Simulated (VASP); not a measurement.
A run of VASP 6.6.1:

File INCAR:

```
SYSTEM = In3As
  ALGO = Normal
  EDIFF = 1E-7
  ENCUT = 520
  ISIF = 2
  ISMEAR = -1
  LASPH = .TRUE.
  LCHARG = .FALSE.
  LREAL = .FALSE.
  LWAVE = .FALSE.
  NBANDS = 30
  NELM = 60
  PREC = Accurate
  SIGMA = 0.01
```

The input KPOINTS:

```
k-points
0
G
  4 4 4
  0 0 0
```

POSCAR

```
In3As
1.0
    4.5152522018      0.0000000000      0.0000000000
    0.0000000000      4.5152522018      0.0000000000
    0.0000000000      0.0000000000      4.5152522018
In As
3 1
Direct
    0.0000000000      0.5000000000      0.5000000000
    0.5000000000      0.0000000000      0.5000000000
    0.5000000000      0.5000000000      0.0000000000
    0.0000000000      0.0000000000      0.0000000000
```

Potentials or basis: VASP PAW LDA potentials, release 64 (In_d, As).

The run is started by

```sh
$ cat potpaw_LDA.64/In_d/POTCAR potpaw_LDA.64/As/POTCAR > POTCAR
$ mpirun -np 1 vasp_std > vasp.out
```

Hardware: 1 thread of Intel Xeon 8259CL, with other jobs on the host.

Task: Estimate the wall time of this run.

Result: It took 40 s on 1 thread of Intel Xeon 8259CL, with other jobs on the host, peak memory 0.18 GiB. Counts: scf iterations 14, k points 10.
